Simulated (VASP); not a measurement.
# F (Pm-3m) in VASP: notebook

Runs on F. Level: PBE. Tasks: relaxation of cell and atoms.

Everything below comes from runs of VASP 6.6.1. Logs are shortened: lines on timing, memory, paths and dates and some standing lists are left out, and cuts for length are marked.

### 1 The cell of the first run

Symmetry: Pm-3m, No. 221, cubic system. Conventional cell: a = 2.204 Å, b = 2.204 Å, c = 2.204 Å, α = 90.00°, β = 90.00°, γ = 90.00°. F (site symmetry m-3m) has 6 F at 2.20 Å within 2.9 Å.

### 2 Relaxation of cell and atoms, PBE, target pressure -0.82 GPa, at which the enthalpy is minimised

Contents of INCAR:

```
ALGO = Normal
EDIFF = 1E-7
EDIFFG = -0.005
ENCUT = 600
GGA = PE
GGA_COMPAT = F
IBRION = 2
ISIF = 3
ISMEAR = -1
LASPH = T
LCHARG = F
LREAL = F
LWAVE = F
NELM = 120
NELMIN = 4
NSW = 32
PREC = Accurate
PSTRESS = -8.2
SIGMA = 0.08
```

Contents of KPOINTS:

```
k-points
0
Gamma
  16 16 16
```

Contents of POSCAR:

```
F
1.0
    2.2043226169      0.0000000000      0.0000000000
    0.0000000000      2.2043226169      0.0000000000
    0.0000000000      0.0000000000      2.2043226169
F
1
Direct
    0.0000000000      0.0000000000      0.0000000000
```

Potentials or basis: VASP PAW PBE potentials, release 64 (F).

Started as:

```bash
$ cat potpaw_PBE.64/F/POTCAR > POTCAR
$ mpirun -np 1 vasp_std > vasp.out
```

OUTCAR:

```text
EDIFF = 1E-7
   EDIFFG = -0.005
   ENCUT = 600
   GGA = PE
   IBRION = 2
   ISIF = 3
   ISMEAR = -1
   LASPH = T
   LREAL = F
   NELM = 120
   NELMIN = 4
   NSW = 32
   PREC = Accurate
   PSTRESS = -8.2

 ion  position               nearest neighbor table
   1  0.000  0.000  0.000-

  LATTYP: Found a simple cubic cell.
 ALAT       =     2.2043226169

  Lattice vectors:

 A1 = (   2.2043226169,   0.0000000000,   0.0000000000)
 A2 = (   0.0000000000,   2.2043226169,   0.0000000000)
 A3 = (   0.0000000000,   0.0000000000,   2.2043226169)

Analysis of symmetry for initial positions (statically):
=====================================================================
 Subroutine PRICEL returns:
 Original cell was already a primitive cell.

 Routine SETGRP: Setting up the symmetry group for a
 simple cubic supercell.

 Subroutine GETGRP returns: Found 48 space group operations
 (whereof 48 operations were pure point group operations)
 out of a pool of 48 trial point group operations.

The static configuration has the point symmetry O_h .

Analysis of symmetry for dynamics (positions and initial velocities):
=====================================================================
 Subroutine PRICEL returns:
 Original cell was already a primitive cell.

 Routine SETGRP: Setting up the symmetry group for a
 simple cubic supercell.

 Subroutine GETGRP returns: Found 48 space group operations
 (whereof 48 operations were pure point group operations)
 out of a pool of 48 trial point group operations.

The dynamic configuration has the point symmetry O_h .

 Subroutine INISYM returns: Found 48 space group operations
 (whereof 48 operations are pure point group operations),
 and found     1 'primitive' translations

----------------------------------------------------------------------------------------

                                     Primitive cell

  volume of cell :      10.7109

  direct lattice vectors                    reciprocal lattice vectors
     2.204322617  0.000000000  0.000000000     0.453654103  0.000000000  0.000000000
     0.000000000  2.204322617  0.000000000     0.000000000  0.453654103  0.000000000
     0.000000000  0.000000000  2.204322617     0.000000000  0.000000000  0.453654103

  length of vectors
     2.204322617  2.204322617  2.204322617     0.453654103  0.453654103  0.453654103

[... 81 lines left out ...]
   NSW    =     32    number of steps for IOM
   IBRION =      2    ionic relax: 0-MD 1-quasi-New 2-CG
   NFREE  =      1    steps in history (QN), initial steepest desc. (CG)
   ISIF   =      3    stress and relaxation
   ISYM   =      2    0-nonsym 1-usesym 2-fastsym
   POTIM  = 0.5000    time-step for ionic-motion
   TEBEG  =    0.0;   TEEND  =   0.0 temperature during run
   PSTRESS=   -8.2 pullay stress
   NELECT =       7.0000    total number of electrons
   NUPDOWN=      -1.0000    fix difference up-down
   EMIN   =  10.00;   EMAX   =-10.00  energy-range for DOS
   EFERMI =   0.00;   METHOD = LEGACY
   ISMEAR =    -1;   SIGMA  =   0.08  broadening in eV -4-tet -1-fermi 0-gaus
   EFERMI_NEDOS =   21; number of points for ismear=-14 and -15
   IALGO  =     38    algorithm
   IMIX   =      4    mixing-type and parameters
     AMIX     =   0.40;   BMIX     =  1.00
     AMIX_MAG =   1.60;   BMIX_MAG =  1.00
  volume/ion in A,a.u.               =      10.71        72.28
  Fermi-wavevector in a.u.,A,eV,Ry     =   1.420689  2.684713 27.461418  2.018357
  Thomas-Fermi vector in A             =   2.541578
   LORBIT       =      0    0 simple, 1 ext, 2 COOP (PROOUT), +10 PAW based schemes
   GGA     = PE    functional components
   LHFCALC =     F    Hartree Fock is set to
   AEXX    =    0.0000 exact exchange contribution
   IVDW    =     0    specifies the selected vdW correction
   LEPSILON=     F    determine dielectric tensor
   LRPA    =     F    only Hartree local field effects (RPA)
 conjugate gradient relaxation of ions
 non-spin polarized calculation
  energy-cutoff  :      600.00
  volume of cell :       10.71
 maximum number of plane-waves:       370
 NGX is ok and might be reduce to    18
   NGX =  9   NGY =  9   NGZ =  9

--------------------------------------- Ionic step        1  -------------------------------------------

 number of electron       6.9999988 magnetization

 Free energy of the ion-electron system (eV)
  ---------------------------------------------------
  ext. energy  EPLUGINS =         0.00000000
  ---------------------------------------------------
  free energy    TOTEN  =        -1.06028844 eV

  energy without entropy =       -1.02136795  energy(sigma->0) =       -1.04082819

------------------------ aborting loop because EDIFF is reached ----------------------------------------

  FORCE on cell =-STRESS in cart. coord.  units (eV):
  Direction    XX          YY          ZZ          XY          YZ          ZX
  --------------------------------------------------------------------------------------
  -------------------------------------------------------------------------------------
  Total       -0.0954834     -0.0954834     -0.0954834     -0.0000000      0.0000000      0.0000000
  in kB      -14.2827833    -14.2827833    -14.2827833     -0.0000000      0.0000000      0.0000000
  external PRESSURE =      -6.0827833 kB  Pullay stress =      -8.2000000 kB
[... 61 lines left out ...]
--------------------------------------- Ionic step        3  -------------------------------------------

 number of electron       6.9999986 magnetization

 Free energy of the ion-electron system (eV)
  ---------------------------------------------------
  ext. energy  EPLUGINS =         0.00000000
  ---------------------------------------------------
  free energy    TOTEN  =        -1.06111253 eV

  energy without entropy =       -1.02280286  energy(sigma->0) =       -1.04195769

 E-fermi :  -3.2927     XC(G=0):  -9.8834

 val. band max:       -3.2940363309   @ k =   0.2500   0.1250   0.0625
 cond. band min:      -3.2781604564   @ k =   0.3125   0.0625   0.0625
 fundamental gap:      0.0158758745
 Fermi energy:        -3.2927123412

 k-point     1 :       0.0000    0.0000    0.0000
  band No.  band energies     occupation
      1     -25.6082      2.00000
      2      -3.3958      1.56787
      3      -3.3958      1.56787
      4      -3.3958      1.56787
      5       9.2093      0.00000
      6      25.1236      0.00000
      7      25.1236      0.00000
[... 221 lines left out ...]
 k-point    24 :       0.5000    0.1250    0.0000
  band No.  band energies     occupation
      1     -24.2305      2.00000
      2      -7.8586      2.00000
      3      -3.5630      1.93409
      4      -2.9055      0.01568
      5      15.3412      0.00000
      6      18.5037      0.00000
      7      29.8286      0.00000

 [... further k-points ...]
[... 5 lines left out ...]
  --------------------------------------------------------------------------------------
  -------------------------------------------------------------------------------------
  Total       -0.0552082     -0.0552082     -0.0552082     -0.0000000     -0.0000000     -0.0000000
  in kB       -8.3488890     -8.3488890     -8.3488890     -0.0000000     -0.0000000     -0.0000000
  external PRESSURE =      -0.1488890 kB  Pullay stress =      -8.2000000 kB
[... 20 lines left out ...]
  energy  without entropy=       -1.0228028589  energy(sigma->0) =       -1.04195769

  enthalpy is  TOTEN    =        -1.1153361477 eV   P V=       -0.0542236217

 reached required accuracy - stopping structural energy minimisation
```

CONTCAR:

```text
F
   1.00000000000000
     2.1963173068659687    0.0000000000000000    0.0000000000000000
    -0.0000000000000000    2.1963173068659687    0.0000000000000000
    -0.0000000000000000    0.0000000000000000    2.1963173068659687
  F
     1
Direct
     0.0000000000000000    0.0000000000000000    0.0000000000000000

  0.00000000E+00  0.00000000E+00  0.00000000E+00
```

Run time: 29 s. Hardware: 1 thread of Intel Xeon 8259CL, shared host; peak memory 0.12 GiB.

Results:

| Quantity | Value |
| --- | --- |
| Free energy | -1.0611 eV |
| Relaxed volume | 10.59 Å³/atom |
| Relaxed cell | a = 2.196 Å, b = 2.196 Å, c = 2.196 Å, α = 90.00°, β = 90.00°, γ = 90.00° |
| Space group after relaxing (to 0.05 Å) | Pm-3m (No. 221) |
| Energy change on relaxing (the enthalpy is what falls) | -0.8 meV/atom |
| Ionic steps | 3 |
| Pressure after relaxing | -0.8 GPa |

The path:
```tsv
step	energy change (eV)	largest force (eV/Å)	pressure (GPa)	volume (Å³)
1	0.0000	0.0000	-1.43	10.71
2	-0.0005	0.0000	-1.11	10.65
3	-0.0008	0.0000	-0.83	10.59
```

Final structure:
```yaml
crystal:
  lattice:
    - [2.19632, 0.00000, 0.00000]
    - [0.00000, 2.19632, 0.00000]
    - [0.00000, 0.00000, 2.19632]
  atoms:
    - { symbol: F, position: [0.00000, 0.00000, 0.00000] }
```

Caveat: the cell is relaxed towards a set pressure, so the enthalpy falls and the energy may rise; an odd number of electrons without spin polarisation forces a metal; a magnetic or distorted state may lie lower.

### 3 Relaxation of cell and atoms, PBE, target pressure -0.82 GPa, at which the enthalpy is minimised

This run uses another cell than the first one, of 11.25 Å³/atom, 1.050 times its volume.

Contents of INCAR:

```
SYSTEM = F
PREC     = Accurate       ! precision mode
ENCUT    = 600            ! plane-wave cutoff, eV
EDIFF    = 1E-7           ! SCF threshold, eV
ISMEAR   = -1             ! smearing method
SIGMA    = 0.08           ! smearing width, eV
LREAL    = .FALSE.        ! projectors in reciprocal space
LASPH    = .TRUE.         ! aspherical terms in the spheres
NELM     = 120            ! most SCF steps
ALGO     = Normal         ! electronic algorithm
ISIF     = 3              ! what is computed and relaxed
LWAVE    = .FALSE.        ! write WAVECAR
LCHARG   = .FALSE.        ! write CHGCAR
GGA      = PE             ! functional
IBRION   = 2              ! ionic algorithm
NSW      = 60             ! ionic steps
EDIFFG   = -0.005         ! ionic threshold
PSTRESS  = -8.2         
GGA_COMPAT= .FALSE.      
NELMIN   = 4
```

Contents of KPOINTS:

```
Automatic mesh
0
G
  16 16 16
  0 0 0
```

Contents of POSCAR:

```
F
1.0
    2.2405466348      0.0000000000      0.0000000000
    0.0000000000      2.2405466348      0.0000000000
    0.0000000000      0.0000000000      2.2405466348
F
1
Direct
    0.0000000000      0.0000000000      0.0000000000
```

Potentials or basis: VASP PAW PBE potentials, release 64 (F).

Started as:

```bash
$ cat potpaw_PBE.64/F/POTCAR > POTCAR
$ mpirun -np 1 vasp_std > vasp.out
```

Run time: 37 s. Hardware: 1 thread of Intel Xeon 8259CL, shared host; peak memory 0.12 GiB.

It converged, with:

```
Free energy                                            : -1.0633 eV
Relaxed volume                                         : 10.57 Å³/atom
Relaxed cell                                           : a = 2.195 Å, b = 2.195 Å, c = 2.195 Å, α = 90.00°, β = 90.00°, γ = 90.00°
Space group after relaxing (to 0.05 Å)                 : Pm-3m (No. 221)
Energy change on relaxing (the enthalpy is what falls) : -10.1 meV/atom
Ionic steps                                            : 4
Pressure after relaxing                                : -0.8 GPa
```

The path:
```csv
step,energy change (eV),largest force (eV/Å),pressure (GPa),volume (Å³)
1,0.0000,0.0000,-3.76,11.25
2,-0.0065,0.0000,-2.47,10.91
3,-0.0100,0.0000,-0.95,10.60
4,-0.0101,0.0000,-0.81,10.57
```

Final structure:
```
F
1.0
     2.19474    0.00000    0.00000
     0.00000    2.19474    0.00000
     0.00000    0.00000    2.19474
F
1
Direct
  0.00000 0.00000 0.00000
```

Levels at points of the mesh, in eV from the Fermi level:
| k point | band 1 | band 2 | band 3 | band 4 | band 5 | band 6 | band 7 |
| --- | --- | --- | --- | --- | --- | --- | --- |
| (0.00, 0.00, 0.00) | -22.33 | -0.10 | -0.10 | -0.10 | 12.52 | 28.43 | 28.43 |
| (0.50, 0.00, 0.00) | -21.09 | -4.75 | 0.34 | 0.34 | 18.81 | 21.17 | 33.42 |
| (0.50, 0.50, 0.00) | -20.03 | -3.46 | -3.46 | 0.71 | 16.95 | 26.91 | 26.91 |
| (0.50, 0.50, 0.50) | -19.11 | -2.53 | -2.53 | -2.53 | 23.05 | 23.05 | 23.05 |

Caveat: the cell is relaxed towards a set pressure, so the enthalpy falls and the energy may rise; an odd number of electrons without spin polarisation forces a metal; a magnetic or distorted state may lie lower.
